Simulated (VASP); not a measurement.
Crystal: Ca3Zr2N.

```
Ca Zr N
1.0
     5.33757    0.00000    0.00000
     0.00000    5.33757    0.00000
     0.00000    0.00000    5.02632
Ca Zr N
3 2 1
Cartesian
  0.0000 0.0000 0.0000
  0.0000 2.6688 2.5132
  2.6688 0.0000 2.5132
  0.0000 0.0000 2.5132
  2.6688 2.6688 2.5132
  2.6688 2.6688 0.0000
```

The cell was generated, and may not be a known phase.

```yaml
Program: VASP 6.6.1
Task: relaxation of cell and atoms
Functional: PBE
Potentials_or_basis: VASP PAW PBE potentials, release 64 (Ca_sv, Zr_sv, N)
Cutoff: 600 eV
k_mesh: 4 × 4 × 4
Occupations: gaussian, width 0.1 eV
Spin: no spin polarisation
```

At the start: pressure 9.2 GPa; volume 23.87 Å³/atom.

Q: Where does the relaxation end?

A: Over 7 steps the energy falls by 429.5 meV/atom and the volume is 31.54 Å³/atom (+32.1 %); space group P4/mmm (No. 123, to 0.1 Å) before and after.

Step by step:
```csv
step,energy change (eV),largest force (eV/Å),pressure (GPa),volume (Å³)
1,0.0000,0.0000,9.16,143.20
2,-2.2029,0.0000,1.33,172.12
3,-2.5167,0.0000,-0.53,186.52
4,-2.5476,0.0000,-0.93,191.62
5,-2.5501,0.0000,-1.04,193.11
6,-2.5699,0.0000,0.47,187.35
7,-2.5771,0.0000,-0.08,189.23
```

Final structure:
```yaml
crystal:
  lattice:
    - [6.39728, 0.00000, 0.00000]
    - [0.00000, 6.39728, 0.00000]
    - [0.00000, 0.00000, 4.62390]
  atoms:
    - { symbol: Ca, position: [0.00000, 0.00000, 0.00000] }
    - { symbol: Ca, position: [0.00000, 0.50000, 0.50000] }
    - { symbol: Ca, position: [0.50000, 0.00000, 0.50000] }
    - { symbol: Zr, position: [0.00000, 0.00000, 0.50000] }
    - { symbol: Zr, position: [0.50000, 0.50000, 0.50000] }
    - { symbol: N, position: [0.50000, 0.50000, 0.00000] }
```

Caveat: the volume moved by over 15 % at a fixed basis, so the end points are rough.
